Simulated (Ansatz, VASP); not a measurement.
Cu: VASP beside Ansatz

File INCAR:

```
SYSTEM = Cu
PREC     = Accurate       ! precision mode
ENCUT    = 520            ! plane-wave cutoff, eV
EDIFF    = 1E-6           ! SCF threshold, eV
ISMEAR   = -1             ! smearing method
SIGMA    = 0.05           ! smearing width, eV
LREAL    = .False.        ! projectors in reciprocal space
LASPH    = .True.         ! aspherical terms in the spheres
NELM     = 80             ! most SCF steps
ALGO     = Normal         ! electronic algorithm
ISIF     = 2              ! what is computed and relaxed
LWAVE    = .False.        ! write WAVECAR
LCHARG   = .True.         ! write CHGCAR
LELF     = .True.         ! ELF
LVHAR    = .True.       
NBANDS   = 18             ! bands
```

Contents of KPOINTS:

```
regular mesh
0
Gamma
  13 13 7
  0 0 0
```

Contents of POSCAR:

```
Cu
1.0
    2.5730649657      0.0000000000      0.0000000000
   -1.2865324828      2.2283396258      0.0000000000
    0.0000000000      0.0000000000      4.1683652444
Cu
2
Direct
    0.2133333333      0.6066666667      0.1600000000
    0.7866666667      0.3933333333      0.8400000000
```

Input for Ansatz:

```yaml
crystal:
  lattice:
    - [2.5730649657, 0.0, 0.0]
    - [-1.2865324828, 2.2283396258, 0.0]
    - [0.0, 0.0, 4.1683652444]
  atoms:
    - { symbol: Cu, position: [0.2133333333, 0.6066666667, 0.16] }
    - { symbol: Cu, position: [0.7866666667, 0.3933333333, 0.84] }
kpoints:
  mp_grid: { grid: [13, 13, 7] }
scf:
  occupations: { method: fermi_dirac, width: 0.05 }
hamiltonian:
  xc: lda
  pseudopotentials: { kind: paw }
output:
  forces: true
  stress: true
  eigenvalues: true
  populations: true
  write_density: true
  write_potential: true
  elf: true
  volumetric_format: npy
```

Change from the starting cell: shortest bond scaled by 0.64, PAW files.

Alike in both runs: task single point; functional LDA; k mesh 13 × 13 × 7; occupations fermi-dirac, width 0.05 eV; no spin polarisation.

|  | VASP | Ansatz |
| --- | --- | --- |
| version | VASP 6.6.1 | Ansatz 0.2.0 |
| potentials or method | VASP PAW LDA potentials, release 64 (Cu) | PAW with Ansatz's default frozen-core files, scalar-relativistic |
| plane-wave cutoff (eV) | 520 | 420 |
| valence electrons in the cell | 22 | 38 |

|  | VASP | Ansatz | Ansatz less VASP |
| --- | --- | --- | --- |
| pressure (GPa) | 74.2 | 78.0 | +3.73 |
| traceless stress, the component that is largest in VASP (GPa) | 75.51 | 81.53 | +6.019 |
| rms of the force components (eV/Å) | 11.646 | 12.375 | +0.7285 |

LDA's correlation is that of Perdew and Zunger in VASP and of Perdew and Wang (1992) in Ansatz. Atom by atom the forces differ by 0.736 eV/Å (rms over components). Both programs put the cell under a high pressure, so it lies far from rest at this level. VASP's potentials hold 22 valence electrons a cell and Ansatz's 38, so a difference there can come from the potentials and not from the codes.

Noted on VASP's run: the cell as given lies far from equilibrium.
